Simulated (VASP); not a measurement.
## Mo: single point with PBEsol

Crystal: Mo.

```
Mo
1.0
     0.00000    2.03197    2.03197
     2.03197    0.00000    2.03197
     2.03197    2.03197    0.00000
Mo
1
Cartesian
  0.0000 0.0000 0.0000
```

This isn't the form of Mo at room conditions, which is bcc.

| Property | Result |
| --- | --- |
| Program | VASP 6.6.1 |
| Task | single point |
| Functional | PBEsol |
| Potentials or basis | VASP PAW PBE potentials, release 64 (Mo_sv) |
| Cutoff | 520 eV |
| k mesh | 15 × 15 × 15 |
| Occupations | fermi-dirac, width 0.1 eV |
| Spin | no spin polarisation |
| Dipole correction | no |
| Further INCAR settings | ALGO = Normal; EDIFF = 1e-06; NBANDS = 13 |

```yaml
Pressure: -16.3 GPa
Band_gap_on_the_k_mesh: zero (bands 7 and 8 overlap by 4.21 eV)
```

Levels at points of the mesh, in eV from the Fermi level:
| k point | band 4 | band 5 | band 6 | band 7 | band 8 | band 9 | band 10 | band 11 |
| --- | --- | --- | --- | --- | --- | --- | --- | --- |
| (0.00, 0.00, 0.00) | -34.10 | -6.63 | -0.65 | -0.65 | -0.65 | 1.85 | 1.85 | 13.06 |

Wall time 28 s on 1 thread of AMD EPYC 7R43 64-Core Processor (Zen 3), with other jobs on the host, peak memory 0.12 GiB.

Caveat: the cell stands under tension; the PAW data sets were made with another functional, which shifts forces and pressure a little.
